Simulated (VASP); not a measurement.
# SiO2 (P4_2nm) in VASP: a series of runs

Runs on SiO2. Level: PBE. Tasks: single point.

Program: VASP 6.6.1. These are calculated values, not measurements. Logs are shortened: lines on timing, memory, paths and dates and some standing lists are left out, and cuts for length are marked.

## 1. The cell of the first run

Symmetry: P4_2nm, No. 102, tetragonal system. Conventional cell: a = 4.236 Å, b = 4.236 Å, c = 2.690 Å, α = 90.00°, β = 90.00°, γ = 90.00°. Within 2.3 Å of Si (site symmetry 2mm) lie 6 O at 1.72 to 1.84 Å. Within 2.4 Å of O (site symmetry m) lie 3 Si at 1.72 to 1.84 Å and 1 O at 2.31 Å.

## 2. Single point, PBE

Contents of INCAR:

```
SYSTEM = SiO2
  PREC = Accurate
  ENCUT = 520
  EDIFF = 1E-7
  ISMEAR = 0
  SIGMA = 0.05
  LREAL = .FALSE.
  LASPH = .TRUE.
  NELM = 100
  ALGO = Normal
  ISIF = 2
  LWAVE = .FALSE.
  LCHARG = .TRUE.
  GGA = PE
  LELF = .TRUE.
  LVHAR = .TRUE.
  NBANDS = 25
```

Contents of KPOINTS:

```
Automatic mesh
0
G
  6 6 8
  0 0 0
```

Contents of POSCAR:

```
SiO2
1.0
    4.2361165246      0.0000000000      0.0000000000
    0.0000000000      4.2361165246      0.0000000000
    0.0000000000      0.0000000000      2.6904781099
Si O
2 4
Direct
    0.5000000000      0.5000000000      0.4721239137
    0.0000000000      0.0000000000     -0.0278760863
    0.6930152168      0.6930152168      0.0000000000
    0.1930152168      0.8069847832      0.5000000000
    0.3069847832      0.3069847832      0.0000000000
    0.8069847832      0.1930152168      0.5000000000
```

Potentials or basis: VASP PAW PBE potentials, release 64 (Si, O).

Launch:

```
$ cat potpaw_PBE.64/Si/POTCAR potpaw_PBE.64/O/POTCAR > POTCAR
$ mpirun -np 1 vasp_std > vasp.out
```

OUTCAR:

```text
SYSTEM = SiO2
   PREC = Accurate
   ENCUT = 520
   EDIFF = 1E-7
   ISMEAR = 0
   LREAL = .FALSE.
   LASPH = .TRUE.
   NELM = 100
   ISIF = 2
   GGA = PE

 ion  position               nearest neighbor table
   1  0.500  0.500  0.472-   3 1.72   5 1.72   3 1.83   5 1.83   4 1.84   6 1.84
   2  0.000  0.000  0.972-   4 1.72   6 1.72   4 1.83   6 1.83   5 1.84   3 1.84
   3  0.693  0.693  0.000-   1 1.72   1 1.83   2 1.84
   4  0.193  0.807  0.500-   2 1.72   2 1.83   1 1.84
   5  0.307  0.307  0.000-   1 1.72   1 1.83   2 1.84
   6  0.807  0.193  0.500-   2 1.72   2 1.83   1 1.84

  LATTYP: Found a simple tetragonal cell.
 ALAT       =     4.2361165246
 C/A-ratio  =     0.6351284471

  Lattice vectors:

 A1 = (   4.2361165246,   0.0000000000,   0.0000000000)
 A2 = (   0.0000000000,   4.2361165246,   0.0000000000)
 A3 = (   0.0000000000,   0.0000000000,   2.6904781099)

Analysis of symmetry for initial positions (statically):
=====================================================================
 Subroutine PRICEL returns:
 Original cell was already a primitive cell.

 Routine SETGRP: Setting up the symmetry group for a
 simple tetragonal supercell.

 Subroutine GETGRP returns: Found  8 space group operations
 (whereof  4 operations were pure point group operations)
 out of a pool of 16 trial point group operations.

The static configuration has the point symmetry C_2v.
 The point group associated with its full space group is C_4v.

Analysis of symmetry for dynamics (positions and initial velocities):
=====================================================================
 Subroutine PRICEL returns:
 Original cell was already a primitive cell.

 Routine SETGRP: Setting up the symmetry group for a
 simple tetragonal supercell.

 Subroutine GETGRP returns: Found  8 space group operations
 (whereof  4 operations were pure point group operations)
 out of a pool of 16 trial point group operations.

The dynamic configuration has the point symmetry C_2v.
 The point group associated with its full space group is C_4v.

 Subroutine INISYM returns: Found  8 space group operations
 (whereof  4 operations are pure point group operations),
 and found     1 'primitive' translations

----------------------------------------------------------------------------------------

                                     Primitive cell

  volume of cell :      48.2798

  direct lattice vectors                    reciprocal lattice vectors
     4.236116525  0.000000000  0.000000000     0.236065272  0.000000000  0.000000000
     0.000000000  4.236116525  0.000000000     0.000000000  0.236065272  0.000000000
     0.000000000  0.000000000  2.690478110     0.000000000  0.000000000  0.371681151

  length of vectors
     4.236116525  4.236116525  2.690478110     0.236065272  0.236065272  0.371681151

  position of ions in fractional coordinates (direct lattice)
     0.500000000  0.500000000  0.472123914
     0.000000000  0.000000000  0.972123914
     0.693015217  0.693015217  0.000000000
     0.193015217  0.806984783  0.500000000
     0.306984783  0.306984783  0.000000000
     0.806984783  0.193015217  0.500000000

  ion indices of the primitive-cell ions
   primitive index   ion index
                 1           1
                 2           2
                 3           3
                 4           4
                 5           5
                 6           6

----------------------------------------------------------------------------------------

 KPOINTS: Automatic mesh

Automatic generation of k-mesh.
 Grid dimensions read from file:
 generate k-points for:    6    6    8

 Generating k-lattice:

  Cartesian coordinates                     Fractional coordinates (reciprocal lattice)
     0.039344212  0.000000000  0.000000000     0.166666667  0.000000000  0.000000000
     0.000000000  0.039344212  0.000000000     0.000000000  0.166666667  0.000000000
     0.000000000  0.000000000  0.046460144     0.000000000  0.000000000  0.125000000

  Length of vectors
     0.039344212  0.039344212  0.046460144

  Shift w.r.t. Gamma in fractional coordinates (k-lattice)
     0.000000000  0.000000000  0.000000000

 Subroutine IBZKPT returns following result:
 ===========================================

 Found     50 irreducible k-points:

 Following reciprocal coordinates:
            Coordinates               Weight
  0.000000  0.000000  0.000000      1.000000
  0.166667  0.000000  0.000000      4.000000
  0.333333  0.000000  0.000000      4.000000
  0.500000  0.000000  0.000000      2.000000
  0.166667  0.166667  0.000000      4.000000
  0.333333  0.166667  0.000000      8.000000
[... 16 lines left out ...]
  0.333333  0.000000  0.250000      8.000000
  0.500000  0.000000  0.250000      4.000000
 [... further k-points ...]
   k-points           NKPTS =     50   k-points in BZ     NKDIM =     50   number of bands    NBANDS=     25
   number of dos      NEDOS =    301   number of ions     NIONS =      6
   total plane-waves  NPLWV =  20480
   dimension x,y,z NGX =    32 NGY =   32 NGZ =   20
   dimension x,y,z NGXF=    64 NGYF=   64 NGZF=   40
   ions per type =               2   4
   NGX,Y,Z   is equivalent  to a cutoff of  12.56, 12.56, 12.36 a.u.
   NGXF,Y,Z  is equivalent  to a cutoff of  25.12, 25.12, 24.72 a.u.
 SYSTEM =  SiO2
   PREC   = accura    normal or accurate (medium, high low for compatibility)
   ISTART =      0    job   : 0-new  1-cont  2-samecut
   ICHARG =      2    charge: 1-file 2-atom 10-const
   ISPIN  =      1    spin polarized calculation?
   LNONCOLLINEAR =      F non collinear calculations
   LSORBIT =      F    spin-orbit coupling
   LASPH  =      T    aspherical Exc in radial PAW
   ENCUT  =  520.0 eV  38.22 Ry    6.18 a.u.   7.88  7.88  5.00*2*pi/ulx,y,z
   NELM   =    100;   NELMIN=  2; NELMDL= -5     # of ELM steps
   EDIFF  = 0.1E-06   stopping-criterion for ELM
   LREAL  =      F    real-space projection
   EDIFFG = 0.1E-05   stopping-criterion for IOM
   NSW    =      0    number of steps for IOM
   IBRION =     -1    ionic relax: 0-MD 1-quasi-New 2-CG
   NFREE  =      0    steps in history (QN), initial steepest desc. (CG)
   ISIF   =      2    stress and relaxation
   ISYM   =      2    0-nonsym 1-usesym 2-fastsym
   POTIM  = 0.5000    time-step for ionic-motion
   TEBEG  =    0.0;   TEEND  =   0.0 temperature during run
   PSTRESS=    0.0 pullay stress
   NELECT =      32.0000    total number of electrons
   NUPDOWN=      -1.0000    fix difference up-down
   EMIN   =  10.00;   EMAX   =-10.00  energy-range for DOS
   EFERMI =   0.00;   METHOD = LEGACY
   ISMEAR =     0;   SIGMA  =   0.05  broadening in eV -4-tet -1-fermi 0-gaus
   EFERMI_NEDOS =   21; number of points for ismear=-14 and -15
   IALGO  =     38    algorithm
   IMIX   =      4    mixing-type and parameters
     AMIX     =   0.40;   BMIX     =  1.00
     AMIX_MAG =   1.60;   BMIX_MAG =  1.00
  volume/ion in A,a.u.               =       8.05        54.30
  Fermi-wavevector in a.u.,A,eV,Ry     =   1.427369  2.697337 27.720287  2.037384
  Thomas-Fermi vector in A             =   2.547546
   LORBIT       =      0    0 simple, 1 ext, 2 COOP (PROOUT), +10 PAW based schemes
   GGA     = PE    functional components
   LHFCALC =     F    Hartree Fock is set to
   AEXX    =    0.0000 exact exchange contribution
   IVDW    =     0    specifies the selected vdW correction
   LEPSILON=     F    determine dielectric tensor
   LRPA    =     F    only Hartree local field effects (RPA)
 non-spin polarized calculation
 Gauss-broadening in eV      SIGMA  =   0.05
  energy-cutoff  :      520.00
  volume of cell :       48.28
 maximum number of plane-waves:      1336
 NGX is ok and might be reduce to    32
   NGX = 15   NGY = 15   NGZ = 11

 number of electron      31.9999991 magnetization

 Free energy of the ion-electron system (eV)
  ---------------------------------------------------
  ext. energy  EPLUGINS =         0.00000000
  ---------------------------------------------------
  free energy    TOTEN  =       -46.19231765 eV

  energy without entropy =      -46.19231765  energy(sigma->0) =      -46.19231765

 E-fermi :   7.9589     XC(G=0): -12.0772

 val. band max:        7.7156554725   @ k =   0.0000   0.0000   0.0000
 cond. band min:      12.7061422889   @ k =   0.0000   0.0000   0.0000
 fundamental gap:      4.9904868164
 Fermi energy:         7.9589237310

 k-point     1 :       0.0000    0.0000    0.0000
  band No.  band energies     occupation
      1     -14.4917      2.00000
      2     -11.0370      2.00000
      3     -11.0370      2.00000
      4     -10.8875      2.00000
      5      -2.8696      2.00000
      6       1.4627      2.00000
[... 17 lines left out ...]
     24      21.3923      0.00000
     25      22.9741      0.00000

 k-point     2 :       0.1667    0.0000    0.0000
  band No.  band energies     occupation
      1     -14.3537      2.00000
      2     -11.6857      2.00000
      3     -10.9696      2.00000
      4     -10.5234      2.00000
      5      -2.6770      2.00000
      6       0.7370      2.00000
[... 17 lines left out ...]
     24      20.9541      0.00000
     25      22.8109      0.00000

 k-point     3 :       0.3333    0.0000    0.0000
  band No.  band energies     occupation
      1     -13.9501      2.00000
      2     -12.5228      2.00000
      3     -10.7893      2.00000
      4     -10.4274      2.00000
      5      -2.1463      2.00000
      6      -0.3582      2.00000
[... 17 lines left out ...]
     24      21.3664      0.00000
     25      22.1321      0.00000

 k-point     4 :       0.5000    0.0000    0.0000
  band No.  band energies     occupation
      1     -13.3169      2.00000
      2     -13.3169      2.00000
      3     -10.5674      2.00000
      4     -10.5674      2.00000
      5      -1.3540      2.00000
      6      -1.3540      2.00000
[... 17 lines left out ...]
     24      21.0685      0.00000
     25      22.4167      0.00000

 k-point     5 :       0.1667    0.1667    0.0000
  band No.  band energies     occupation
      1     -14.2193      2.00000
      2     -11.8694      2.00000
      3     -11.1208      2.00000
      4     -10.4256      2.00000
      5      -2.4617      2.00000
      6       0.6349      2.00000
[... 17 lines left out ...]
     24      20.7270      0.00000
     25      22.7657      0.00000

 k-point     6 :       0.3333    0.1667    0.0000
  band No.  band energies     occupation
      1     -13.8288      2.00000
      2     -12.4979      2.00000
      3     -11.0179      2.00000
      4     -10.4924      2.00000
      5      -1.8865      2.00000
      6      -0.1483      2.00000
[... 17 lines left out ...]
     24      21.1726      0.00000
     25      22.1990      0.00000
[... 393 lines left out ...]
 k-point    21 :       0.0000    0.0000    0.2500
  band No.  band energies     occupation
      1     -13.7186      2.00000
      2     -10.8851      2.00000
      3     -10.6770      2.00000
      4     -10.6770      2.00000
      5      -2.6393      2.00000
      6       1.1465      2.00000
[... 17 lines left out ...]
     24      21.2825      0.00000
     25      21.6493      0.00000

 k-point    22 :       0.1667    0.0000    0.2500
  band No.  band energies     occupation
      1     -13.5935      2.00000
      2     -11.3288      2.00000
      3     -10.6362      2.00000
      4     -10.4584      2.00000
      5      -2.3801      2.00000
      6       0.6747      2.00000
[... 17 lines left out ...]
     24      21.1928      0.00000
     25      21.7244      0.00000

 k-point    23 :       0.3333    0.0000    0.2500
  band No.  band energies     occupation
      1     -13.2309      2.00000
      2     -11.9978      2.00000
      3     -10.5327      2.00000
      4     -10.3678      2.00000
      5      -1.6948      2.00000
      6       0.0903      2.00000
[... 17 lines left out ...]
     24      20.4841      0.00000
     25      21.5780      0.00000

 k-point    24 :       0.5000    0.0000    0.2500
  band No.  band energies     occupation
      1     -12.6727      2.00000
      2     -12.6727      2.00000
      3     -10.4184      2.00000
      4     -10.4184      2.00000
      5      -0.7881      2.00000
      6      -0.7881      2.00000
[... 17 lines left out ...]
     24      20.5451      0.00000
     25      21.2859      0.00000

 [... further k-points ...]

------------------------ aborting loop because EDIFF is reached ----------------------------------------

  FORCE on cell =-STRESS in cart. coord.  units (eV):
  Direction    XX          YY          ZZ          XY          YZ          ZX
  --------------------------------------------------------------------------------------
  -------------------------------------------------------------------------------------
  Total        0.3329949      0.3329949      0.7737097     -0.0000000      0.0000000      0.0000000
  in kB       11.0505260     11.0505260     25.6757638     -0.0000000      0.0000000      0.0000000
  external PRESSURE =      15.9256052 kB  Pullay stress =       0.0000000 kB

 VOLUME and BASIS-vectors are now :
 -----------------------------------------------------------------------------
  energy-cutoff  :      520.00
  volume of cell :       48.28
      direct lattice vectors                 reciprocal lattice vectors
     4.236116525  0.000000000  0.000000000     0.236065272  0.000000000  0.000000000
     0.000000000  4.236116525  0.000000000     0.000000000  0.236065272  0.000000000
     0.000000000  0.000000000  2.690478110     0.000000000  0.000000000  0.371681151

 POSITION                                       TOTAL-FORCE (eV/Angst)
 -----------------------------------------------------------------------------------
      2.11806      2.11806      1.27024         0.000000      0.000000      1.667063
      0.00000      0.00000      2.61548         0.000000      0.000000      1.667063
      2.93569      2.93569      0.00000         0.139567      0.139567     -0.833531
      0.81763      3.41848      1.34524         0.139567     -0.139567     -0.833531
      1.30042      1.30042      0.00000        -0.139567     -0.139567     -0.833531
      3.41848      0.81763      1.34524        -0.139567      0.139567     -0.833531
 -----------------------------------------------------------------------------------
    total drift:                               -0.000000      0.000000      0.000063

  FREE ENERGIE OF THE ION-ELECTRON SYSTEM (eV)
  ---------------------------------------------------
  free  energy   TOTEN  =       -46.1923176487 eV

  energy  without entropy=      -46.1923176487  energy(sigma->0) =      -46.19231765
```

Wall time 64 s (1 thread of Intel Xeon 8259CL, shared host); peak memory 0.18 GiB.

What came out:

```yaml
Free_energy: -46.1923 eV
Pressure: 1.6 GPa
Largest_force: 1.667 eV/Å
Band_gap_on_the_k_mesh: 4.99 eV
```

Forces on the atoms (eV/Å):
```
Si   0.000  0.000  1.667
Si   0.000  0.000  1.667
O    0.140  0.140 -0.834
O    0.140 -0.140 -0.834
O   -0.140 -0.140 -0.834
O   -0.140  0.140 -0.834
```

Stress tensor (GPa, compression positive):
```
1.11 0.00 0.00
0.00 1.11 0.00
0.00 0.00 2.57
```

Caveat: the cell differs from its parent crystal (all Si atoms moved +0.075 Å, as atom 1 towards its neighbour atom 1 (Si) at 2.690 Å); forces of over 1 eV/Å act on the atoms, so gaps and moduli don't describe the material at rest. A k mesh can miss the band edges.

(Part 1 of 2 ends here.)
